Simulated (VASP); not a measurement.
# Sn (I4_1/amd) in VASP: further runs

Sn is run at these levels: PBE; tasks: single point, relaxation of cell and atoms.

Everything below comes from runs of VASP 6.6.1. Logs are shortened: lines on timing, memory, paths and dates and some standing lists are left out, and cuts for length are marked.

### Step 1. The cell of the first run

It takes space group I4_1/amd (No. 141, tetragonal). The conventional cell has a = 5.889 Å, b = 5.889 Å, c = 3.288 Å, α = 90.00°, β = 90.00°, γ = 90.00°. Sn (site symmetry -4m2) has 10 Sn at 3.06 to 3.84 Å within 4.0 Å.

### Step 2. Single point, PBE

Contents of INCAR:

```
PREC     = Accurate       # precision mode
ENCUT    = 520            # plane-wave cutoff, eV
EDIFF    = 1E-7           # SCF threshold, eV
ISMEAR   = 0              # smearing method
SIGMA    = 0.05           # smearing width, eV
LREAL    = F              # projectors in reciprocal space
LASPH    = T              # aspherical terms in the spheres
NELM     = 60             # most SCF steps
ALGO     = Fast           # electronic algorithm
ISIF     = 2              # what is computed and relaxed
LWAVE    = F              # write WAVECAR
LCHARG   = F              # write CHGCAR
GGA      = PE             # functional
NBANDS   = 21             # bands
```

Contents of KPOINTS:

```
Automatic mesh
0
Gamma
  8 8 8
```

Contents of POSCAR:

```
Sn
1.0
   -2.9443861431      2.9443861431      1.6442180627
    2.9443861431     -2.9443861431      1.6442180627
    2.9443861431      2.9443861431     -1.6442180627
Sn
2
Direct
    0.0000000000      0.0000000000      0.0000000000
    0.7500000000      0.2500000000      0.5000000000
```

Potentials or basis: VASP PAW PBE potentials, release 64 (Sn_d).

Started as:

```bash
> cat potpaw_PBE.64/Sn_d/POTCAR > POTCAR
> mpirun -np 1 vasp_std > vasp.out
```

OUTCAR:

```text
PREC = Accurate
   ENCUT = 520
   EDIFF = 1E-7
   ISMEAR = 0
   LREAL = F
   LASPH = T
   NELM = 60
   ISIF = 2
   GGA = PE

 ion  position               nearest neighbor table
   1  0.000  0.000  0.000-   2 3.06   2 3.06   2 3.06   2 3.06
   2  0.750  0.250  0.500-   1 3.06   1 3.06   1 3.06   1 3.06

  LATTYP: Found a body centered tetragonal cell.
 ALAT       =     5.8887722862
 C/A-ratio  =     0.5584247387

  Lattice vectors:

 A1 = (  -2.9443861431,   2.9443861431,   1.6442180627)
 A2 = (   2.9443861431,  -2.9443861431,   1.6442180627)
 A3 = (   2.9443861431,   2.9443861431,  -1.6442180627)

Analysis of symmetry for initial positions (statically):
=====================================================================
 Subroutine PRICEL returns:
 Original cell was already a primitive cell.

 Routine SETGRP: Setting up the symmetry group for a
 body centered tetragonal supercell.

 Subroutine GETGRP returns: Found 16 space group operations
 (whereof  8 operations were pure point group operations)
 out of a pool of 16 trial point group operations.

The static configuration has the point symmetry D_2d.
 The point group associated with its full space group is D_4h.

Analysis of symmetry for dynamics (positions and initial velocities):
=====================================================================
 Subroutine PRICEL returns:
 Original cell was already a primitive cell.

 Routine SETGRP: Setting up the symmetry group for a
 body centered tetragonal supercell.

 Subroutine GETGRP returns: Found 16 space group operations
 (whereof  8 operations were pure point group operations)
 out of a pool of 16 trial point group operations.

The dynamic configuration has the point symmetry D_2d.
 The point group associated with its full space group is D_4h.

 Subroutine INISYM returns: Found 16 space group operations
 (whereof  8 operations are pure point group operations),
 and found     1 'primitive' translations

----------------------------------------------------------------------------------------

                                     Primitive cell

  volume of cell :      57.0176

  direct lattice vectors                    reciprocal lattice vectors
    -2.944386143  2.944386143  1.644218063     0.000000000  0.169814683  0.304095917
     2.944386143 -2.944386143  1.644218063     0.169814683  0.000000000  0.304095917
     2.944386143  2.944386143 -1.644218063     0.169814683  0.169814683  0.000000000

  length of vectors
     4.476859676  4.476859676  4.476859676     0.348297794  0.348297794  0.240154228

  position of ions in fractional coordinates (direct lattice)
     0.000000000  0.000000000  0.000000000
     0.750000000  0.250000000  0.500000000

  ion indices of the primitive-cell ions
   primitive index   ion index
                 1           1
                 2           2

----------------------------------------------------------------------------------------

 KPOINTS: Automatic mesh

Automatic generation of k-mesh.
 Grid dimensions read from file:
 generate k-points for:    8    8    8

 Generating k-lattice:

  Cartesian coordinates                     Fractional coordinates (reciprocal lattice)
     0.000000000  0.021226835  0.038011990     0.125000000  0.000000000  0.000000000
     0.021226835  0.000000000  0.038011990     0.000000000  0.125000000  0.000000000
     0.021226835  0.021226835  0.000000000     0.000000000  0.000000000  0.125000000

  Length of vectors
     0.043537224  0.043537224  0.030019279

  Shift w.r.t. Gamma in fractional coordinates (k-lattice)
     0.000000000  0.000000000  0.000000000

 Subroutine IBZKPT returns following result:
 ===========================================

 Found     59 irreducible k-points:

 Following reciprocal coordinates:
            Coordinates               Weight
  0.000000  0.000000  0.000000      1.000000
  0.125000 -0.000000  0.000000      8.000000
  0.250000 -0.000000  0.000000      8.000000
  0.375000 -0.000000  0.000000      8.000000
  0.500000 -0.000000  0.000000      4.000000
  0.125000  0.125000  0.000000      8.000000
[... 16 lines left out ...]
  0.250000  0.125000  0.125000     16.000000
  0.375000  0.125000  0.125000      8.000000
 [... further k-points ...]
   k-points           NKPTS =     59   k-points in BZ     NKDIM =     59   number of bands    NBANDS=     21
   number of dos      NEDOS =    301   number of ions     NIONS =      2
   total plane-waves  NPLWV =  46656
   dimension x,y,z NGX =    36 NGY =   36 NGZ =   36
   dimension x,y,z NGXF=    72 NGYF=   72 NGZF=   72
   ions per type =               2
   NGX,Y,Z   is equivalent  to a cutoff of  13.37, 13.37, 13.37 a.u.
   NGXF,Y,Z  is equivalent  to a cutoff of  26.74, 26.74, 26.74 a.u.
 SYSTEM =  unknown system
   PREC   = accura    normal or accurate (medium, high low for compatibility)
   ISTART =      0    job   : 0-new  1-cont  2-samecut
   ICHARG =      2    charge: 1-file 2-atom 10-const
   ISPIN  =      1    spin polarized calculation?
   LNONCOLLINEAR =      F non collinear calculations
   LSORBIT =      F    spin-orbit coupling
   LASPH  =      T    aspherical Exc in radial PAW
   ENCUT  =  520.0 eV  38.22 Ry    6.18 a.u.   8.32  8.32  8.32*2*pi/ulx,y,z
   NELM   =     60;   NELMIN=  2; NELMDL= -5     # of ELM steps
   EDIFF  = 0.1E-06   stopping-criterion for ELM
   LREAL  =      F    real-space projection
   EDIFFG = 0.1E-05   stopping-criterion for IOM
   NSW    =      0    number of steps for IOM
   IBRION =     -1    ionic relax: 0-MD 1-quasi-New 2-CG
   NFREE  =      0    steps in history (QN), initial steepest desc. (CG)
   ISIF   =      2    stress and relaxation
   ISYM   =      2    0-nonsym 1-usesym 2-fastsym
   POTIM  = 0.5000    time-step for ionic-motion
   TEBEG  =    0.0;   TEEND  =   0.0 temperature during run
   PSTRESS=    0.0 pullay stress
   NELECT =      28.0000    total number of electrons
   NUPDOWN=      -1.0000    fix difference up-down
   EMIN   =  10.00;   EMAX   =-10.00  energy-range for DOS
   EFERMI =   0.00;   METHOD = LEGACY
   ISMEAR =     0;   SIGMA  =   0.05  broadening in eV -4-tet -1-fermi 0-gaus
   EFERMI_NEDOS =   21; number of points for ismear=-14 and -15
   IALGO  =     68    algorithm
   IMIX   =      4    mixing-type and parameters
     AMIX     =   0.40;   BMIX     =  1.00
     AMIX_MAG =   1.60;   BMIX_MAG =  1.00
  volume/ion in A,a.u.               =      28.51       192.39
  Fermi-wavevector in a.u.,A,eV,Ry     =   1.291590  2.440750 22.697288  1.668204
  Thomas-Fermi vector in A             =   2.423350
   LORBIT       =      0    0 simple, 1 ext, 2 COOP (PROOUT), +10 PAW based schemes
   GGA     = PE    functional components
   LHFCALC =     F    Hartree Fock is set to
   AEXX    =    0.0000 exact exchange contribution
   IVDW    =     0    specifies the selected vdW correction
   LEPSILON=     F    determine dielectric tensor
   LRPA    =     F    only Hartree local field effects (RPA)
 non-spin polarized calculation
 RMM-DIIS sequential band-by-band and
 Gauss-broadening in eV      SIGMA  =   0.05
  energy-cutoff  :      520.00
  volume of cell :       57.02
 maximum number of plane-waves:      1556
 NGX is ok and might be reduce to    36
   NGX = 17   NGY = 17   NGZ = 17

 number of electron      27.9999994 magnetization

 Free energy of the ion-electron system (eV)
  ---------------------------------------------------
  ext. energy  EPLUGINS =         0.00000000
  ---------------------------------------------------
  free energy    TOTEN  =        -7.60224478 eV

  energy without entropy =       -7.60093324  energy(sigma->0) =       -7.60158901

 E-fermi :   7.3856     XC(G=0): -10.0744

 val. band max:        7.2358506603   @ k =   0.3750   0.3750   0.0000
 cond. band min:       7.3973621080   @ k =  -0.3750   0.1250   0.0000
 fundamental gap:      0.1615114476
 Fermi energy:         7.3855813858

 k-point     1 :       0.0000    0.0000    0.0000
  band No.  band energies     occupation
      1     -14.2216      2.00000
      2     -14.1249      2.00000
      3     -14.1060      2.00000
      4     -14.0745      2.00000
      5     -13.9721      2.00000
      6     -13.9721      2.00000
[... 13 lines left out ...]
     20      17.2473      0.00000
     21      17.6991      0.00000

 k-point     2 :       0.1250   -0.0000    0.0000
  band No.  band energies     occupation
      1     -14.2130      2.00000
      2     -14.1039      2.00000
      3     -14.0967      2.00000
      4     -14.0520      2.00000
      5     -13.9859      2.00000
      6     -13.9793      2.00000
[... 13 lines left out ...]
     20      15.7991      0.00000
     21      16.0411      0.00000

 k-point     3 :       0.2500   -0.0000    0.0000
  band No.  band energies     occupation
      1     -14.1908      2.00000
      2     -14.0746      2.00000
      3     -14.0666      2.00000
      4     -14.0343      2.00000
      5     -14.0111      2.00000
      6     -13.9791      2.00000
[... 13 lines left out ...]
     20      14.4184      0.00000
     21      16.0284      0.00000

 k-point     4 :       0.3750   -0.0000    0.0000
  band No.  band energies     occupation
      1     -14.1673      2.00000
      2     -14.0658      2.00000
      3     -14.0633      2.00000
      4     -14.0472      2.00000
      5     -14.0184      2.00000
      6     -13.9965      2.00000
[... 13 lines left out ...]
     20      14.7155      0.00000
     21      17.2378      0.00000

 k-point     5 :       0.5000   -0.0000    0.0000
  band No.  band energies     occupation
      1     -14.1545      2.00000
      2     -14.0880      2.00000
      3     -14.0672      2.00000
      4     -14.0407      2.00000
      5     -14.0093      2.00000
      6     -14.0041      2.00000
[... 13 lines left out ...]
     20      16.8657      0.00000
     21      17.2124      0.00000
[... 382 lines left out ...]
     20      16.2720      0.00000
     21      18.1424      0.00000

 k-point    22 :       0.1250    0.1250    0.1250
  band No.  band energies     occupation
      1     -14.1774      2.00000
      2     -14.0802      2.00000
      3     -14.0610      2.00000
      4     -14.0393      2.00000
      5     -14.0206      2.00000
      6     -13.9707      2.00000
[... 13 lines left out ...]
     20      14.7800      0.00000
     21      14.8439      0.00000

 k-point    23 :       0.2500    0.1250    0.1250
  band No.  band energies     occupation
      1     -14.1641      2.00000
      2     -14.0820      2.00000
      3     -14.0609      2.00000
      4     -14.0382      2.00000
      5     -14.0269      2.00000
      6     -13.9706      2.00000
[... 13 lines left out ...]
     20      14.6495      0.00000
     21      16.1198      0.00000

 k-point    24 :       0.3750    0.1250    0.1250
  band No.  band energies     occupation
      1     -14.1568      2.00000
      2     -14.0969      2.00000
      3     -14.0726      2.00000
      4     -14.0356      2.00000
      5     -14.0193      2.00000
      6     -13.9623      2.00000
[... 13 lines left out ...]
     20      15.4091      0.00000
     21      15.5478      0.00000

 [... further k-points ...]
[... 5 lines left out ...]
  --------------------------------------------------------------------------------------
  -------------------------------------------------------------------------------------
  Total       -0.0980208     -0.0980208      0.0386125      0.0000000      0.0000000      0.0000000
  in kB       -2.7543535     -2.7543535      1.0850000      0.0000000      0.0000000      0.0000000
  external PRESSURE =      -1.4745690 kB  Pullay stress =       0.0000000 kB

 VOLUME and BASIS-vectors are now :
 -----------------------------------------------------------------------------
  energy-cutoff  :      520.00
  volume of cell :       57.02
      direct lattice vectors                 reciprocal lattice vectors
    -2.944386143  2.944386143  1.644218063     0.000000000  0.169814683  0.304095917
     2.944386143 -2.944386143  1.644218063     0.169814683  0.000000000  0.304095917
     2.944386143  2.944386143 -1.644218063     0.169814683  0.169814683  0.000000000

 POSITION                                       TOTAL-FORCE (eV/Angst)
 -----------------------------------------------------------------------------------
      0.00000      0.00000      0.00000        -0.000000      0.000000      0.000000
      0.00000      2.94439      0.82211         0.000000     -0.000000     -0.000000
 -----------------------------------------------------------------------------------
    total drift:                               -0.000000      0.000000     -0.000000

  FREE ENERGIE OF THE ION-ELECTRON SYSTEM (eV)
  ---------------------------------------------------
  free  energy   TOTEN  =        -7.6022447810 eV

  energy  without entropy=       -7.6009332433  energy(sigma->0) =       -7.60158901
```

It took 4.1 min on 1 thread of AMD EPYC 7R13, shared host; peak memory 0.2 GiB.

Results:

```
Free energy            : -7.6022 eV
Pressure               : -0.1 GPa
Band gap on the k mesh : zero (band 14 reaches 9.01 eV, above the bottom of band 15 at 5.46 eV)
```

Stress tensor (GPa, compression positive):
```
-0.28  0.00  0.00
 0.00 -0.28  0.00
 0.00  0.00  0.11
```

Caveat: spin-orbit coupling is left out, which moves the levels of the heavy elements.

(Part 1 of 2 ends here.)
